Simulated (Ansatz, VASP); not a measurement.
# One calculation of CdI2, two programs

```
Cd I
1.0
     4.24701    0.00000    0.00000
    -2.12350    3.67802    0.00000
     0.00000    0.00000    6.89503
Cd I
1 2
Cartesian
  0.0000 0.0000 0.0000
  0.0000 2.4520 1.7196
  2.1235 1.2260 5.1755
```

Alike in both runs: task single point; functional PBE-based screened hybrid with a share of 0.3 of exact exchange and HFSCREEN = 0.5; k mesh 6 × 6 × 2; no spin polarisation.

|  | VASP | Ansatz |
| --- | --- | --- |
| version | VASP 6.6.1 | Ansatz 0.2.0 |
| potentials or method | VASP PAW PBE potentials, release 64 (Cd, I) | plane waves |
| plane-wave cutoff (eV) | 400 | 420 |
| occupations | gaussian, width 0.01 eV | fixed |
| valence electrons in the cell | 26 | 54 |

Ansatz gave:

* gap on the k mesh at the Fermi level (eV): 2.96
* pressure (GPa): 1.0
* traceless stress, the component that is largest in VASP (GPa): -0.10
* rms of the force components (eV/Å): 0.015

Question: Estimate VASP's values.

Answer: gap on the k mesh at the Fermi level (eV): 2.96; pressure (GPa): 0.9; traceless stress, the component that is largest in VASP (GPa): -0.11; rms of the force components (eV/Å): 0.007.

VASP's potentials were made for PBE, not for PBE-based screened hybrid. Atom by atom the forces differ by 0.008 eV/Å (rms over components). VASP's potentials hold 26 valence electrons a cell and Ansatz's 54, so a difference there can come from the potentials and not from the codes. Ansatz's warnings: stress exchange threshold loose, stress scf threshold loose.

The k mesh is coarse, so the values compare programs but aren't converged. Neither program's run includes spin-orbit coupling.
